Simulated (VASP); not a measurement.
Cu: single point with LDA

The system is Cu.

```
CELL_PARAMETERS angstrom
-1.38428 1.38428 1.34040
1.38428 -1.38428 1.34040
1.38428 1.38428 -1.34040
ATOMIC_POSITIONS crystal
Cu 0.00000 0.00000 0.00000
```

```json
{
 "Program": "VASP 6.6.1",
 "Task": "single point",
 "Functional": "LDA",
 "Potentials or basis": "VASP PAW LDA potentials, release 64 (Cu_sv_GW)",
 "Cutoff": "820 eV",
 "k mesh": "24 × 24 × 24",
 "Occupations": "gaussian, width 0.15 eV",
 "Spin": "no spin polarisation",
 "Dipole correction": "no",
 "Further INCAR settings": "ALGO = Normal; EDIFF = 1e-06; NBANDS = 16"
}
```

```
Pressure               : 12.6 GPa
Band gap on the k mesh : zero (an odd number of electrons rules out a gap without spin polarisation)
```

Levels at points of the mesh, in eV from the Fermi level:
```tsv
k point	band 8	band 9	band 10	band 11	band 12	band 13
(0.00, 0.00, 0.00)	-3.59	-2.46	-2.29	26.17	26.17	27.02
(0.50, 0.00, 0.00)	-2.17	-1.45	-0.93	5.23	18.33	18.82
(0.50, 0.50, 0.00)	-2.27	-1.47	-1.20	4.85	19.21	19.87
(0.50, 0.50, 0.50)	-1.68	-1.64	8.27	8.27	9.61	14.45
```

It took 3.5 min on 1 thread of Intel(R) Xeon(R) Platinum 8259CL CPU @ 2.50GHz (Skylake/Cascade Lake), on a shared host, peak memory 0.5 GiB.

Caveat: the cell stands under pressure.
